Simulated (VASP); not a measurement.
# SnSe (Pnma) in VASP: single point with PBEsol

Aim: the single point of SnSe with PBEsol.

Program: VASP 6.6.1. These are calculated values, not measurements. Logs are shortened: lines on timing, memory, paths and dates and some standing lists are left out, and cuts for length are marked.

## (1) The cell of the first run

Symmetry: Pnma, No. 62, orthorhombic system. The conventional cell has a = 11.644 Å, b = 4.272 Å, c = 4.547 Å, α = 90.00°, β = 90.00°, γ = 90.00°. Sn (site symmetry m) has 6 Se at 2.75 to 3.58 Å and 2 Sn at 3.67 Å within 3.7 Å. Se (site symmetry m) has 6 Sn at 2.75 to 3.58 Å within 3.6 Å.

## (2) Single point, PBEsol (28.28 Å³/atom)

File INCAR:

```
  ALGO = Normal
  EDIFF = 1E-6
  ENCUT = 520
  GGA = PS
  ISIF = 2
  ISMEAR = -1
  LASPH = T
  LCHARG = F
  LREAL = F
  LWAVE = F
  NBANDS = 50
  NELM = 80
  PREC = Accurate
  SIGMA = 0.05
```

File KPOINTS:

```
k-points
0
Gamma
  3 6 6
```

File POSCAR:

```
SnSe
1.0
   11.6439784321      0.0000000000      0.0000000000
    0.0000000000      4.2721777259      0.0000000000
    0.0000000000      0.0000000000      4.5474731880
Sn Se
4 4
Direct
    0.8770000000      0.7500000000      0.9090000000
    0.6230000000      0.2500000000      0.4090000000
    0.3770000000      0.7500000000      0.5910000000
    0.1230000000      0.2500000000      0.0910000000
    0.6430000000      0.7500000000      0.9840000000
    0.8570000000      0.2500000000      0.4840000000
    0.1430000000      0.7500000000      0.5160000000
    0.3570000000      0.2500000000      0.0160000000
```

Potentials or basis: VASP PAW PBE potentials, release 64 (Sn_d, Se).

On the command line:

```sh
$ cat potpaw_PBE.64/Sn_d/POTCAR potpaw_PBE.64/Se/POTCAR > POTCAR
$ mpirun -np 1 vasp_std > vasp.out
```

OUTCAR:

```text
EDIFF = 1E-6
   ENCUT = 520
   GGA = PS
   ISIF = 2
   ISMEAR = -1
   LASPH = T
   LREAL = F
   NELM = 80
   PREC = Accurate

 ion  position               nearest neighbor table
   1  0.877  0.750  0.909-   5 2.75   6 2.89   6 2.89   4 3.67   4 3.67
   2  0.623  0.250  0.409-   6 2.75   5 2.89   5 2.89   3 3.67   3 3.67
   3  0.377  0.750  0.591-   7 2.75   8 2.89   8 2.89   2 3.67   2 3.67
   4  0.123  0.250  0.091-   8 2.75   7 2.89   7 2.89   1 3.67   1 3.67
   5  0.643  0.750  0.984-   1 2.75   2 2.89   2 2.89
   6  0.857  0.250  0.484-   2 2.75   1 2.89   1 2.89
   7  0.143  0.750  0.516-   3 2.75   4 2.89   4 2.89
   8  0.357  0.250  0.016-   4 2.75   3 2.89   3 2.89

  LATTYP: Found a simple orthorhombic cell.
 ALAT       =     4.2721777259
 B/A-ratio  =     1.0644391408
 C/A-ratio  =     2.7255369929

  Lattice vectors:

 A1 = (   0.0000000000,   4.2721777259,   0.0000000000)
 A2 = (   0.0000000000,   0.0000000000,   4.5474731880)
 A3 = (  11.6439784321,   0.0000000000,   0.0000000000)

Analysis of symmetry for initial positions (statically):
=====================================================================
 Subroutine PRICEL returns:
 Original cell was already a primitive cell.

 Routine SETGRP: Setting up the symmetry group for a
 simple orthorhombic supercell.

 Subroutine GETGRP returns: Found  8 space group operations
 (whereof  2 operations were pure point group operations)
 out of a pool of  8 trial point group operations.

The static configuration has the point symmetry S_2 .
 The point group associated with its full space group is D_2h.

Analysis of symmetry for dynamics (positions and initial velocities):
=====================================================================
 Subroutine PRICEL returns:
 Original cell was already a primitive cell.

 Routine SETGRP: Setting up the symmetry group for a
 simple orthorhombic supercell.

 Subroutine GETGRP returns: Found  8 space group operations
 (whereof  2 operations were pure point group operations)
 out of a pool of  8 trial point group operations.

The dynamic configuration has the point symmetry S_2 .
 The point group associated with its full space group is D_2h.

 Subroutine INISYM returns: Found  8 space group operations
 (whereof  2 operations are pure point group operations),
 and found     1 'primitive' translations

----------------------------------------------------------------------------------------

                                     Primitive cell

  volume of cell :     226.2147

  direct lattice vectors                    reciprocal lattice vectors
    11.643978432  0.000000000  0.000000000     0.085881300  0.000000000  0.000000000
     0.000000000  4.272177726  0.000000000     0.000000000  0.234072659  0.000000000
     0.000000000  0.000000000  4.547473188     0.000000000  0.000000000  0.219902341

  length of vectors
    11.643978432  4.272177726  4.547473188     0.085881300  0.234072659  0.219902341

  position of ions in fractional coordinates (direct lattice)
     0.877000000  0.750000000  0.909000000
     0.623000000  0.250000000  0.409000000
     0.377000000  0.750000000  0.591000000
     0.123000000  0.250000000  0.091000000
     0.643000000  0.750000000  0.984000000
     0.857000000  0.250000000  0.484000000
     0.143000000  0.750000000  0.516000000
     0.357000000  0.250000000  0.016000000

  ion indices of the primitive-cell ions
   primitive index   ion index
                 1           1
                 2           2
                 3           3
                 4           4
                 5           5
                 6           6
                 7           7
                 8           8

----------------------------------------------------------------------------------------

 KPOINTS: k-points

Automatic generation of k-mesh.
 Grid dimensions read from file:
 generate k-points for:    3    6    6

 Generating k-lattice:

  Cartesian coordinates                     Fractional coordinates (reciprocal lattice)
     0.028627100  0.000000000  0.000000000     0.333333333  0.000000000  0.000000000
     0.000000000  0.039012110  0.000000000     0.000000000  0.166666667  0.000000000
     0.000000000  0.000000000  0.036650390     0.000000000  0.000000000  0.166666667

  Length of vectors
     0.028627100  0.039012110  0.036650390

  Shift w.r.t. Gamma in fractional coordinates (k-lattice)
     0.000000000  0.000000000  0.000000000

 Subroutine IBZKPT returns following result:
 ===========================================

 Found     32 irreducible k-points:

 Following reciprocal coordinates:
            Coordinates               Weight
  0.000000  0.000000  0.000000      1.000000
  0.333333  0.000000  0.000000      2.000000
  0.000000  0.166667  0.000000      2.000000
  0.333333  0.166667  0.000000      4.000000
  0.000000  0.333333  0.000000      2.000000
  0.333333  0.333333  0.000000      4.000000
[... 16 lines left out ...]
  0.000000  0.500000  0.333333      2.000000
  0.333333  0.500000  0.333333      4.000000
 [... further k-points ...]
   k-points           NKPTS =     32   k-points in BZ     NKDIM =     32   number of bands    NBANDS=     50
   number of dos      NEDOS =    301   number of ions     NIONS =      8
   total plane-waves  NPLWV = 103680
   dimension x,y,z NGX =    90 NGY =   32 NGZ =   36
   dimension x,y,z NGXF=   180 NGYF=   64 NGZF=   72
   ions per type =               4   4
   NGX,Y,Z   is equivalent  to a cutoff of  12.85, 12.45, 13.16 a.u.
   NGXF,Y,Z  is equivalent  to a cutoff of  25.70, 24.90, 26.32 a.u.
 SYSTEM =  unknown system
   PREC   = accura    normal or accurate (medium, high low for compatibility)
   ISTART =      0    job   : 0-new  1-cont  2-samecut
   ICHARG =      2    charge: 1-file 2-atom 10-const
   ISPIN  =      1    spin polarized calculation?
   LNONCOLLINEAR =      F non collinear calculations
   LSORBIT =      F    spin-orbit coupling
   LASPH  =      T    aspherical Exc in radial PAW
   ENCUT  =  520.0 eV  38.22 Ry    6.18 a.u.  21.65  7.94  8.46*2*pi/ulx,y,z
   NELM   =     80;   NELMIN=  2; NELMDL= -5     # of ELM steps
   EDIFF  = 0.1E-05   stopping-criterion for ELM
   LREAL  =      F    real-space projection
   EDIFFG = 0.1E-04   stopping-criterion for IOM
   NSW    =      0    number of steps for IOM
   IBRION =     -1    ionic relax: 0-MD 1-quasi-New 2-CG
   NFREE  =      0    steps in history (QN), initial steepest desc. (CG)
   ISIF   =      2    stress and relaxation
   ISYM   =      2    0-nonsym 1-usesym 2-fastsym
   POTIM  = 0.5000    time-step for ionic-motion
   TEBEG  =    0.0;   TEEND  =   0.0 temperature during run
   PSTRESS=    0.0 pullay stress
   NELECT =      80.0000    total number of electrons
   NUPDOWN=      -1.0000    fix difference up-down
   EMIN   =  10.00;   EMAX   =-10.00  energy-range for DOS
   EFERMI =   0.00;   METHOD = LEGACY
   ISMEAR =    -1;   SIGMA  =   0.05  broadening in eV -4-tet -1-fermi 0-gaus
   EFERMI_NEDOS =   21; number of points for ismear=-14 and -15
   IALGO  =     38    algorithm
   IMIX   =      4    mixing-type and parameters
     AMIX     =   0.40;   BMIX     =  1.00
     AMIX_MAG =   1.60;   BMIX_MAG =  1.00
  volume/ion in A,a.u.               =      28.28       190.82
  Fermi-wavevector in a.u.,A,eV,Ry     =   1.157705  2.187745 18.235626  1.340281
  Thomas-Fermi vector in A             =   2.294314
   LORBIT       =      0    0 simple, 1 ext, 2 COOP (PROOUT), +10 PAW based schemes
   GGA     = PS    functional components
   LHFCALC =     F    Hartree Fock is set to
   AEXX    =    0.0000 exact exchange contribution
   IVDW    =     0    specifies the selected vdW correction
   LEPSILON=     F    determine dielectric tensor
   LRPA    =     F    only Hartree local field effects (RPA)
 non-spin polarized calculation
  energy-cutoff  :      520.00
  volume of cell :      226.21
 maximum number of plane-waves:      6124
 NGX is ok and might be reduce to    90
   NGX = 43   NGY = 15   NGZ = 17

 number of electron      79.9999995 magnetization

 Free energy of the ion-electron system (eV)
  ---------------------------------------------------
  ext. energy  EPLUGINS =         0.00000000
  ---------------------------------------------------
  free energy    TOTEN  =       -35.72026491 eV

  energy without entropy =      -35.72012663  energy(sigma->0) =      -35.72019577

 E-fermi :   4.8966     XC(G=0):  -9.6137

 val. band max:        4.6361947275   @ k =   0.0000   0.0000   0.3333
 cond. band min:       5.1535642734   @ k =   0.0000   0.3333   0.0000
 fundamental gap:      0.5173695459
 Fermi energy:         4.8965889282

 k-point     1 :       0.0000    0.0000    0.0000
  band No.  band energies     occupation
      1     -16.5313      2.00000
      2     -16.5271      2.00000
      3     -16.5237      2.00000
      4     -16.5237      2.00000
      5     -16.5227      2.00000
      6     -16.5195      2.00000
[... 42 lines left out ...]
     49       9.0905      0.00000
     50       9.1075      0.00000

 k-point     2 :       0.3333    0.0000    0.0000
  band No.  band energies     occupation
      1     -16.5300      2.00000
      2     -16.5277      2.00000
      3     -16.5240      2.00000
      4     -16.5233      2.00000
      5     -16.5232      2.00000
      6     -16.5217      2.00000
[... 42 lines left out ...]
     49       9.3881      0.00000
     50       9.3967      0.00000

 k-point     3 :       0.0000    0.1667    0.0000
  band No.  band energies     occupation
      1     -16.5274      2.00000
      2     -16.5253      2.00000
      3     -16.5249      2.00000
      4     -16.5223      2.00000
      5     -16.5222      2.00000
      6     -16.5205      2.00000
[... 1102 lines left out ...]
     49       9.2675      0.00000
     50       9.2675      0.00000

 k-point    24 :       0.3333    0.5000    0.3333
  band No.  band energies     occupation
      1     -16.5361      2.00000
      2     -16.5361      2.00000
      3     -16.5344      2.00000
      4     -16.5344      2.00000
      5     -16.5118      2.00000
      6     -16.5118      2.00000
[... 42 lines left out ...]
     49       9.7526      0.00000
     50       9.7899      0.00000

 [... further k-points ...]

------------------------ aborting loop because EDIFF is reached ----------------------------------------

  FORCE on cell =-STRESS in cart. coord.  units (eV):
  Direction    XX          YY          ZZ          XY          YZ          ZX
  --------------------------------------------------------------------------------------
  -------------------------------------------------------------------------------------
  Total       -2.5892529     -5.3810371     -5.6023898      0.0000000      0.0000000      0.0000000
  in kB      -18.3385166    -38.1114712    -39.6792135      0.0000000      0.0000000      0.0000000
  external PRESSURE =     -32.0430671 kB  Pullay stress =       0.0000000 kB

 VOLUME and BASIS-vectors are now :
 -----------------------------------------------------------------------------
  energy-cutoff  :      520.00
  volume of cell :      226.21
      direct lattice vectors                 reciprocal lattice vectors
    11.643978432  0.000000000  0.000000000     0.085881300  0.000000000  0.000000000
     0.000000000  4.272177726  0.000000000     0.000000000  0.234072659  0.000000000
     0.000000000  0.000000000  4.547473188     0.000000000  0.000000000  0.219902341

 POSITION                                       TOTAL-FORCE (eV/Angst)
 -----------------------------------------------------------------------------------
     10.21177      3.20413      4.13365        -0.067780      0.000000     -0.202674
      7.25420      1.06804      1.85992         0.067780     -0.000000     -0.202674
      4.38978      3.20413      2.68756        -0.067780      0.000000      0.202674
      1.43221      1.06804      0.41382         0.067780      0.000000      0.202674
      7.48708      3.20413      4.47471         0.010591     -0.000000      0.181679
      9.97889      1.06804      2.20098        -0.010591     -0.000000      0.181679
      1.66509      3.20413      2.34650         0.010591     -0.000000     -0.181679
      4.15690      1.06804      0.07276        -0.010591     -0.000000     -0.181679
 -----------------------------------------------------------------------------------
    total drift:                                0.000000     -0.000000      0.000000

  FREE ENERGIE OF THE ION-ELECTRON SYSTEM (eV)
  ---------------------------------------------------
  free  energy   TOTEN  =       -35.7202649139 eV

  energy  without entropy=      -35.7201266315  energy(sigma->0) =      -35.72019577
```

Wall time 3.2 min (1 thread of AMD EPYC 9R45 (Zen 5), shared host); peak memory 0.43 GiB.

What came out:

```yaml
Free_energy: -35.7203 eV
Pressure: -3.2 GPa
Largest_force: 0.214 eV/Å
Band_gap_on_the_k_mesh: 0.52 eV (least direct gap 0.70 eV)
```

Forces on the atoms (eV/Å):
```
Sn  -0.068  0.000 -0.203
Sn   0.068  0.000 -0.203
Sn  -0.068  0.000  0.203
Sn   0.068  0.000  0.203
Se   0.011  0.000  0.182
Se  -0.011  0.000  0.182
Se   0.011  0.000 -0.182
Se  -0.011  0.000 -0.182
```

Caveat: the cell stands under tension; the PAW data sets were made with another functional, which shifts forces and pressure a little; spin-orbit coupling is left out, which moves the levels of the heavy elements; an odd mesh through Γ misses points on the zone boundary, where band edges can lie.
